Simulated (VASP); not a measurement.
Runs of VASP 6.6.1 on V. The structure is that of space group Im-3m (No. 229), or close to it. The cells are those of the table. 

```tsv
task	level	potentials or basis	U	cell	k mesh	cutoff (eV)	smearing	gap on the mesh (eV)	pressure (GPa)	moment (μB)
single point	PBE+U	VASP PAW PBE potentials, release 64 (V_sv)	V d U = 5.6 eV	a = 2.621 Å, angles 109.5°, 1 atom	6 × 6 × 6	500	gaussian 0.1 eV	none	43.2	1.90
single point	PBE	VASP PAW PBE potentials, release 64 (V_sv)	-	a = 2.621 Å, angles 109.5°, 1 atom	6 × 6 × 6	500	methfessel-paxton 0.0077 eV	none	(d)	0.64
single point	PBE	VASP PAW PBE potentials, release 64 (V_sv)	-	a = 2.621 Å, angles 109.5°, 1 atom	6 × 6 × 6	500	gaussian 0.1 eV	none	-3.6	0.62
single point	LDA	VASP PAW LDA potentials, release 64 (V_sv)	-	a = 2.621 Å, angles 109.5°, 1 atom	6 × 6 × 6	500	gaussian 0.1 eV	none	-15.9	0.56
single point	RPBE	VASP PAW PBE potentials, release 64 (V_sv)	-	a = 2.889 Å, angles 109.5°, 1 atom	6 × 6 × 6	500	tetrahedron	none	-26.6	(b)
single point	PBE+D3(BJ)+U	VASP PAW PBE potentials, release 64 (V_sv)	V d U = 4.9 eV	a = 2.621 Å, angles 109.5°, 1 atom	6 × 6 × 6	500	gaussian 0.1 eV	none	14.6	1.17
single point	r2SCAN	VASP PAW PBE potentials, release 64 (V_sv)	-	a = 2.621 Å, angles 109.5°, 1 atom	6 × 6 × 6	550	gaussian 0.1 eV	none	(a)	(c)
single point	revPBE	VASP PAW PBE potentials, release 64 (V_sv)	-	a = 2.621 Å, angles 109.5°, 1 atom	2 × 4 × 5	500	methfessel-paxton 0.084 eV	none	-10.8	0.05
single point	PBE	VASP PAW PBE potentials, release 64 (V_sv)	-	a = 2.505, b = 2.655, c = 2.586 Å, angles 111.4, 109.5, 110.2°, 1 atom	4 × 4 × 4	500	gaussian 0.1 eV	none	10.8	0.00
relaxation of the atoms	PBE	VASP PAW PBE potentials, release 64 (V_sv)	-	atoms relaxed from a = 2.621 Å, angles 109.5°, 1 atom	6 × 6 × 6	450	gaussian 0.1 eV	none	-4.2	0.62
```

Alike in all rows: spin collinear, ferromagnetic start.

Task: Estimate the missing entries.

Result: (a) -4.0; (b) 0.76; (c) 0.78; (d) -3.8.

Caveats: all runs use coarse meshes; the PAW data sets were made with another functional, which shifts forces and pressure a little (at least some runs); the U is typed as a test and isn't derived for this compound (at least some runs); tetrahedron occupations give inexact forces and stress in metals (at least some runs); the relaxation stopped at its first step, so nothing moved (at least some runs).

A gap of «none» marks levels without a gap at the run's occupations.
